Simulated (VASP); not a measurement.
# Ru (P6_3/mmc) in VASP: further runs

The runs below take Ru through single point, with PBEsol.

All numbers are computed with VASP 6.6.1; they aren't measurements. Logs are shortened: lines on timing, memory, paths and dates and some standing lists are left out, and cuts for length are marked.

**1. The cell of the first run**

Symmetry: P6_3/mmc, No. 194, hexagonal system. Conventional cell: a = 2.706 Å, b = 2.706 Å, c = 4.196 Å, α = 90.00°, β = 90.00°, γ = 120.00°. Ru (site symmetry -6m2) has 12 Ru at 2.62 to 2.71 Å within 3.5 Å.

**2. Single point, PBEsol (zz strain of -2 %)**

Contents of INCAR:

```
PREC     = Accurate       # precision mode
ENCUT    = 520            # plane-wave cutoff, eV
EDIFF    = 1E-7           # SCF threshold, eV
ISMEAR   = -1             # smearing method
SIGMA    = 0.03           # smearing width, eV
LREAL    = False          # projectors in reciprocal space
LASPH    = True           # aspherical terms in the spheres
NELM     = 60             # most SCF steps
ALGO     = Normal         # electronic algorithm
ISIF     = 2              # what is computed and relaxed
LWAVE    = False          # write WAVECAR
LCHARG   = False          # write CHGCAR
GGA      = PS             # functional
NBANDS   = 21             # bands
```

Contents of KPOINTS:

```
regular mesh
0
Gamma
  14 14 8
```

Contents of POSCAR:

```
Ru
1.0
    2.7057993342      0.0000000000      0.0000000000
   -1.3528996671      2.3432909610      0.0000000000
    0.0000000000      0.0000000000      4.1962620000
Ru
2
Direct
    0.3333333333      0.6666666667      0.2500000000
    0.6666666667      0.3333333333      0.7500000000
```

Potentials or basis: VASP PAW PBE potentials, release 64 (Ru_pv).

The run is started by

```sh
$ cat potpaw_PBE.64/Ru_pv/POTCAR > POTCAR
$ mpirun -np 1 vasp_std > vasp.out
```

OUTCAR:

```text
PREC = Accurate
   ENCUT = 520
   EDIFF = 1E-7
   ISMEAR = -1
   LREAL = False
   LASPH = True
   NELM = 60
   ISIF = 2
   GGA = PS

 ion  position               nearest neighbor table
   1  0.333  0.667  0.250-   2 2.62   2 2.62   2 2.62   2 2.62   2 2.62   2 2.62
   2  0.667  0.333  0.750-   1 2.62   1 2.62   1 2.62   1 2.62   1 2.62   1 2.62

  LATTYP: Found a hexagonal cell.
 ALAT       =     2.7057993342
 C/A-ratio  =     1.5508400593

  Lattice vectors:

 A1 = (   2.7057993342,   0.0000000000,   0.0000000000)
 A2 = (  -1.3528996671,   2.3432909610,   0.0000000000)
 A3 = (   0.0000000000,   0.0000000000,   4.1962620000)

Analysis of symmetry for initial positions (statically):
=====================================================================
 Subroutine PRICEL returns:
 Original cell was already a primitive cell.

 Routine SETGRP: Setting up the symmetry group for a
 hexagonal supercell.

 Subroutine GETGRP returns: Found 24 space group operations
 (whereof 12 operations were pure point group operations)
 out of a pool of 24 trial point group operations.

The static configuration has the point symmetry D_3d.
 The point group associated with its full space group is D_6h.

Analysis of symmetry for dynamics (positions and initial velocities):
=====================================================================
 Subroutine PRICEL returns:
 Original cell was already a primitive cell.

 Routine SETGRP: Setting up the symmetry group for a
 hexagonal supercell.

 Subroutine GETGRP returns: Found 24 space group operations
 (whereof 12 operations were pure point group operations)
 out of a pool of 24 trial point group operations.

The dynamic configuration has the point symmetry D_3d.
 The point group associated with its full space group is D_6h.

 Subroutine INISYM returns: Found 24 space group operations
 (whereof 12 operations are pure point group operations),
 and found     1 'primitive' translations

----------------------------------------------------------------------------------------

                                     Primitive cell

  volume of cell :      26.6063

  direct lattice vectors                    reciprocal lattice vectors
     2.705799334  0.000000000  0.000000000     0.369576556  0.213375124  0.000000000
    -1.352899667  2.343290961  0.000000000     0.000000000  0.426750249  0.000000000
     0.000000000  0.000000000  4.196262000     0.000000000  0.000000000  0.238307332

  length of vectors
     2.705799334  2.705799334  4.196262000     0.426750249  0.426750249  0.238307332

  position of ions in fractional coordinates (direct lattice)
     0.333333333  0.666666667  0.250000000
     0.666666667  0.333333333  0.750000000

  ion indices of the primitive-cell ions
   primitive index   ion index
                 1           1
                 2           2

----------------------------------------------------------------------------------------

 KPOINTS: regular mesh

Automatic generation of k-mesh.
 Grid dimensions read from file:
 generate k-points for:   14   14    8

 Generating k-lattice:

  Cartesian coordinates                     Fractional coordinates (reciprocal lattice)
     0.026398325  0.015241080  0.000000000     0.071428571  0.000000000  0.000000000
     0.000000000  0.030482161  0.000000000     0.000000000  0.071428571  0.000000000
     0.000000000  0.000000000  0.029788416     0.000000000  0.000000000  0.125000000

  Length of vectors
     0.030482161  0.030482161  0.029788416

  Shift w.r.t. Gamma in fractional coordinates (k-lattice)
     0.000000000  0.000000000  0.000000000

 Subroutine IBZKPT returns following result:
 ===========================================

 Found    120 irreducible k-points:

 Following reciprocal coordinates:
            Coordinates               Weight
  0.000000  0.000000  0.000000      1.000000
  0.071429  0.000000  0.000000      6.000000
  0.142857  0.000000  0.000000      6.000000
  0.214286 -0.000000  0.000000      6.000000
  0.285714 -0.000000  0.000000      6.000000
  0.357143 -0.000000  0.000000      6.000000
[... 16 lines left out ...]
  0.285714  0.285714  0.000000      6.000000
  0.357143  0.285714  0.000000      6.000000
 [... further k-points ...]
   k-points           NKPTS =    120   k-points in BZ     NKDIM =    120   number of bands    NBANDS=     21
   number of dos      NEDOS =    301   number of ions     NIONS =      2
   total plane-waves  NPLWV =  12800
   dimension x,y,z NGX =    20 NGY =   20 NGZ =   32
   dimension x,y,z NGXF=    40 NGYF=   40 NGZF=   64
   ions per type =               2
   NGX,Y,Z   is equivalent  to a cutoff of  12.29, 12.29, 12.68 a.u.
   NGXF,Y,Z  is equivalent  to a cutoff of  24.58, 24.58, 25.36 a.u.
 SYSTEM =  unknown system
   PREC   = accura    normal or accurate (medium, high low for compatibility)
   ISTART =      0    job   : 0-new  1-cont  2-samecut
   ICHARG =      2    charge: 1-file 2-atom 10-const
   ISPIN  =      1    spin polarized calculation?
   LNONCOLLINEAR =      F non collinear calculations
   LSORBIT =      F    spin-orbit coupling
   LASPH  =      T    aspherical Exc in radial PAW
   ENCUT  =  520.0 eV  38.22 Ry    6.18 a.u.   5.03  5.03  7.80*2*pi/ulx,y,z
   NELM   =     60;   NELMIN=  2; NELMDL= -5     # of ELM steps
   EDIFF  = 0.1E-06   stopping-criterion for ELM
   LREAL  =      F    real-space projection
   EDIFFG = 0.1E-05   stopping-criterion for IOM
   NSW    =      0    number of steps for IOM
   IBRION =     -1    ionic relax: 0-MD 1-quasi-New 2-CG
   NFREE  =      0    steps in history (QN), initial steepest desc. (CG)
   ISIF   =      2    stress and relaxation
   ISYM   =      2    0-nonsym 1-usesym 2-fastsym
   POTIM  = 0.5000    time-step for ionic-motion
   TEBEG  =    0.0;   TEEND  =   0.0 temperature during run
   PSTRESS=    0.0 pullay stress
   NELECT =      28.0000    total number of electrons
   NUPDOWN=      -1.0000    fix difference up-down
   EMIN   =  10.00;   EMAX   =-10.00  energy-range for DOS
   EFERMI =   0.00;   METHOD = LEGACY
   ISMEAR =    -1;   SIGMA  =   0.03  broadening in eV -4-tet -1-fermi 0-gaus
   EFERMI_NEDOS =   21; number of points for ismear=-14 and -15
   IALGO  =     38    algorithm
   IMIX   =      4    mixing-type and parameters
     AMIX     =   0.40;   BMIX     =  1.00
     AMIX_MAG =   1.60;   BMIX_MAG =  1.00
  volume/ion in A,a.u.               =      13.30        89.77
  Fermi-wavevector in a.u.,A,eV,Ry     =   1.665199  3.146769 37.727410  2.772886
  Thomas-Fermi vector in A             =   2.751610
   LORBIT       =      0    0 simple, 1 ext, 2 COOP (PROOUT), +10 PAW based schemes
   GGA     = PS    functional components
   LHFCALC =     F    Hartree Fock is set to
   AEXX    =    0.0000 exact exchange contribution
   IVDW    =     0    specifies the selected vdW correction
   LEPSILON=     F    determine dielectric tensor
   LRPA    =     F    only Hartree local field effects (RPA)
 non-spin polarized calculation
  energy-cutoff  :      520.00
  volume of cell :       26.61
 maximum number of plane-waves:       732
 NGX is ok and might be reduce to    20
   NGX =  9   NGY =  9   NGZ = 15

 number of electron      27.9999997 magnetization

 Free energy of the ion-electron system (eV)
  ---------------------------------------------------
  ext. energy  EPLUGINS =         0.00000000
  ---------------------------------------------------
  free energy    TOTEN  =       -20.33114853 eV

  energy without entropy =      -20.32519950  energy(sigma->0) =      -20.32817402

 E-fermi :  13.0745     XC(G=0): -14.4061

 val. band max:       13.0682495900   @ k =   0.1429   0.1429   0.2500
 cond. band min:      13.0783328767   @ k =   0.2857   0.0714   0.0000
 fundamental gap:      0.0100832868
 Fermi energy:        13.0744547451

 k-point     1 :       0.0000    0.0000    0.0000
  band No.  band energies     occupation
      1     -30.6431      2.00000
      2     -29.6323      2.00000
      3     -29.6323      2.00000
      4     -29.4302      2.00000
      5     -29.4302      2.00000
      6     -29.3619      2.00000
[... 13 lines left out ...]
     20      23.3264      0.00000
     21      23.9034      0.00000

 k-point     2 :       0.0714    0.0000    0.0000
  band No.  band energies     occupation
      1     -30.6243      2.00000
      2     -29.6697      2.00000
      3     -29.6456      2.00000
      4     -29.4695      2.00000
      5     -29.4347      2.00000
      6     -29.3716      2.00000
[... 13 lines left out ...]
     20      23.3263      0.00000
     21      23.8774      0.00000

 k-point     3 :       0.1429    0.0000    0.0000
  band No.  band energies     occupation
      1     -30.5697      2.00000
      2     -29.7744      2.00000
      3     -29.6815      2.00000
      4     -29.5779      2.00000
      5     -29.4483      2.00000
      6     -29.4006      2.00000
[... 13 lines left out ...]
     20      23.3262      0.00000
     21      23.7870      0.00000

 k-point     4 :       0.2143   -0.0000    0.0000
  band No.  band energies     occupation
      1     -30.4845      2.00000
      2     -29.9259      2.00000
      3     -29.7316      2.00000
      4     -29.7300      2.00000
      5     -29.4697      2.00000
      6     -29.4486      2.00000
[... 13 lines left out ...]
     20      23.3260      0.00000
     21      23.6355      0.00000

 k-point     5 :       0.2857   -0.0000    0.0000
  band No.  band energies     occupation
      1     -30.3778      2.00000
      2     -30.0942      2.00000
      3     -29.8931      2.00000
      4     -29.7850      2.00000
      5     -29.5138      2.00000
      6     -29.4950      2.00000
[... 13 lines left out ...]
     20      23.3256      0.00000
     21      23.4738      0.00000
[... 382 lines left out ...]
     20      23.3236      0.00000
     21      23.5530      0.00000

 k-point    22 :       0.3571    0.2143    0.0000
  band No.  band energies     occupation
      1     -30.2991      2.00000
      2     -30.0982      2.00000
      3     -30.0343      2.00000
      4     -29.9957      2.00000
      5     -29.7700      2.00000
      6     -29.7282      2.00000
[... 13 lines left out ...]
     20      23.3255      0.00000
     21      23.3323      0.00000

 k-point    23 :       0.2857    0.2857    0.0000
  band No.  band energies     occupation
      1     -30.2634      2.00000
      2     -30.1135      2.00000
      3     -30.0185      2.00000
      4     -29.9857      2.00000
      5     -29.7837      2.00000
      6     -29.7814      2.00000
[... 13 lines left out ...]
     20      23.3261      0.00000
     21      23.3282      0.00000

 k-point    24 :       0.3571    0.2857    0.0000
  band No.  band energies     occupation
      1     -30.2697      2.00000
      2     -30.0603      2.00000
      3     -30.0557      2.00000
      4     -29.9500      2.00000
      5     -29.8463      2.00000
      6     -29.8157      2.00000
[... 13 lines left out ...]
     20      23.3269      0.00000
     21      23.3274      0.00000

 [... further k-points ...]

------------------------ aborting loop because EDIFF is reached ----------------------------------------

  FORCE on cell =-STRESS in cart. coord.  units (eV):
  Direction    XX          YY          ZZ          XY          YZ          ZX
  --------------------------------------------------------------------------------------
  -------------------------------------------------------------------------------------
  Total       -0.3345403     -0.3345403      1.0832142      0.0000000      0.0000000      0.0000000
  in kB      -20.1453387    -20.1453387     65.2289736      0.0000000      0.0000000      0.0000000
  external PRESSURE =       8.3127654 kB  Pullay stress =       0.0000000 kB

 VOLUME and BASIS-vectors are now :
 -----------------------------------------------------------------------------
  energy-cutoff  :      520.00
  volume of cell :       26.61
      direct lattice vectors                 reciprocal lattice vectors
     2.705799334  0.000000000  0.000000000     0.369576556  0.213375124  0.000000000
    -1.352899667  2.343290961  0.000000000     0.000000000  0.426750249  0.000000000
     0.000000000  0.000000000  4.196262000     0.000000000  0.000000000  0.238307332

 POSITION                                       TOTAL-FORCE (eV/Angst)
 -----------------------------------------------------------------------------------
     -0.00000      1.56219      1.04907        -0.000000      0.000000      0.000000
      1.35290      0.78110      3.14720         0.000000     -0.000000      0.000000
 -----------------------------------------------------------------------------------
    total drift:                               -0.000000      0.000000     -0.000000

  FREE ENERGIE OF THE ION-ELECTRON SYSTEM (eV)
  ---------------------------------------------------
  free  energy   TOTEN  =       -20.3311485278 eV

  energy  without entropy=      -20.3251995047  energy(sigma->0) =      -20.32817402
```

Run time: 65 s. Hardware: 1 thread of Intel Xeon 8259CL, shared host; peak memory 0.18 GiB.

Results:

| Item | Value |
| --- | --- |
| Free energy | -20.3311 eV |
| Pressure | 0.8 GPa |
| Band gap on the k mesh | zero (bands 14 and 15 overlap by 3.31 eV) |

Caveat: the cell differs from its parent crystal (zz strain of -2 %); the PAW data sets were made with another functional, which shifts forces and pressure a little.

**3. Single point, PBEsol (13.44 Å³/atom)**

This run uses another cell than the first one, of 13.44 Å³/atom.

Contents of INCAR:

```
SYSTEM = Ru
ALGO     = Normal         ! electronic algorithm
EDIFF    = 1E-6           ! SCF threshold, eV
ENCUT    = 520            ! plane-wave cutoff, eV
GGA      = PS             ! functional
ISIF     = 2              ! what is computed and relaxed
ISMEAR   = -1             ! smearing method
LASPH    = .TRUE.         ! aspherical terms in the spheres
LCHARG   = .FALSE.        ! write CHGCAR
LREAL    = .FALSE.        ! projectors in reciprocal space
LWAVE    = .FALSE.        ! write WAVECAR
NBANDS   = 21             ! bands
NELM     = 60             ! most SCF steps
PREC     = Accurate       ! precision mode
SIGMA    = 0.03           ! smearing width, eV
```

Contents of KPOINTS:

```
k-points
0
G
  14 14 8
  0 0 0
```

Contents of POSCAR:

```
Ru
1.0
    2.6967497705      0.0000000000      0.0000000000
   -1.3483748852      2.3354538089      0.0000000000
    0.0000000000      0.0000000000      4.2675791572
Ru
2
Direct
    0.3333333333      0.6666666667      0.2500000000
    0.6666666667      0.3333333333      0.7500000000
```

Potentials or basis: VASP PAW PBE potentials, release 64 (Ru_pv).

The run is started by

```sh
$ cat potpaw_PBE.64/Ru_pv/POTCAR > POTCAR
$ mpirun -np 1 vasp_std > vasp.out
```

Wall time 64 s (1 thread of Intel Xeon 8259CL, shared host); peak memory 0.18 GiB.

It converged, with:

```yaml
Free_energy: -20.3367 eV
Pressure: -3.0 GPa
Band_gap_on_the_k_mesh: zero (bands 14 and 15 overlap by 3.20 eV)
```

Stress tensor (GPa, compression positive):
```
-2.38  0.00  0.00
 0.00 -2.38  0.00
 0.00  0.00 -4.27
```

Levels at points of the mesh, in eV from the Fermi level:
| k point | band 11 | band 12 | band 13 | band 14 | band 15 | band 16 | band 17 | band 18 |
| --- | --- | --- | --- | --- | --- | --- | --- | --- |
| (0.00, 0.00, 0.00) | -2.45 | -1.93 | -1.93 | -1.40 | -1.40 | 1.23 | 1.23 | 1.26 |
| (0.50, 0.00, 0.00) | -2.10 | -1.83 | -1.54 | 1.48 | 1.91 | 1.98 | 4.13 | 6.19 |
| (0.00, 0.00, 0.50) | -2.80 | -2.80 | -2.76 | -2.76 | 0.58 | 0.58 | 0.58 | 0.58 |
| (0.50, 0.00, 0.50) | -1.06 | -1.06 | 0.45 | 0.45 | 1.74 | 1.74 | 3.42 | 3.42 |

Caveat: the cell stands under tension; the PAW data sets were made with another functional, which shifts forces and pressure a little.

**4. Single point, PBEsol (13.71 Å³/atom)**

This run uses another cell than the first one, of 13.71 Å³/atom.

Contents of INCAR:

```
SYSTEM = Ru
ALGO = Normal
EDIFF = 1E-6
ENCUT = 520
GGA = PS
ISIF = 2
ISMEAR = -1
LASPH = .True.
LCHARG = .True.
LELF = .True.
LREAL = .False.
LVHAR = .True.
LWAVE = .False.
NBANDS = 21
NELM = 60
PREC = Accurate
SIGMA = 0.03
```

Contents of KPOINTS:

```
k-points
0
Gamma
  14 14 8
  0 0 0
```

Contents of POSCAR:

```
Ru
1.0
    2.7147887668      0.0000000000      0.0000000000
   -1.3573943834      2.3510760380      0.0000000000
    0.0000000000      0.0000000000      4.2961256859
Ru
2
Direct
    0.3333333333      0.6666666667      0.2500000000
    0.6666666667      0.3333333333      0.7500000000
```

The run is started by

```sh
$ cat potpaw_PBE.64/Ru_pv/POTCAR > POTCAR
$ mpirun -np 1 vasp_std > vasp.out
```

It took 65 s on 1 thread of Intel Xeon 8259CL, shared host; peak memory 0.17 GiB.

Results (log left out):

```yaml
Free_energy: -20.3157 eV
Pressure: -9.4 GPa
Band_gap_on_the_k_mesh: zero (bands 14 and 15 overlap by 3.10 eV)
```

Stress tensor (GPa, compression positive):
```
 -8.65   0.00   0.00
  0.00  -8.65   0.00
  0.00   0.00 -10.84
```

Levels at points of the mesh, in eV from the Fermi level:
```tsv
k point	band 10	band 11	band 12	band 13	band 14	band 15	band 16	band 17	band 18	band 19
(0.00, 0.00, 0.00)	-2.55	-2.38	-1.87	-1.87	-1.36	-1.36	1.19	1.19	1.24	10.11
(0.50, 0.00, 0.00)	-2.96	-2.05	-1.80	-1.50	1.43	1.85	1.91	4.02	6.04	10.29
(0.00, 0.00, 0.50)	-2.71	-2.71	-2.71	-2.70	-2.70	0.56	0.56	0.56	0.56	10.30
(0.50, 0.00, 0.50)	-4.46	-1.03	-1.03	0.44	0.44	1.68	1.68	3.34	3.34	10.25
```

Caveat: the cell stands under tension; the PAW data sets were made with another functional, which shifts forces and pressure a little.

**5. The runs side by side**

| cell | gap on the mesh (eV) | pressure (GPa) |
| --- | --- | --- |
| a = 2.706, b = 2.706, c = 4.196 Å, angles 90.0, 90.0, 120.0°, 2 atoms | none | 0.8 |
| a = 2.697, b = 2.697, c = 4.268 Å, angles 90.0, 90.0, 120.0°, 2 atoms | none | -3.0 |
| a = 2.715, b = 2.715, c = 4.296 Å, angles 90.0, 90.0, 120.0°, 2 atoms | none | -9.4 |

Alike in all rows: task single point; level PBEsol; potentials or basis VASP PAW PBE potentials, release 64 (Ru_pv); no spin polarisation; k mesh 14 × 14 × 8; cutoff (eV) 520; smearing fermi-dirac 0.03 eV.

Caveats: the PAW data sets were made with another functional, which shifts forces and pressure a little; the cell stands under tension (at least some runs).

Total energies depend on the potentials used, so only differences within one code and one set of settings carry meaning.
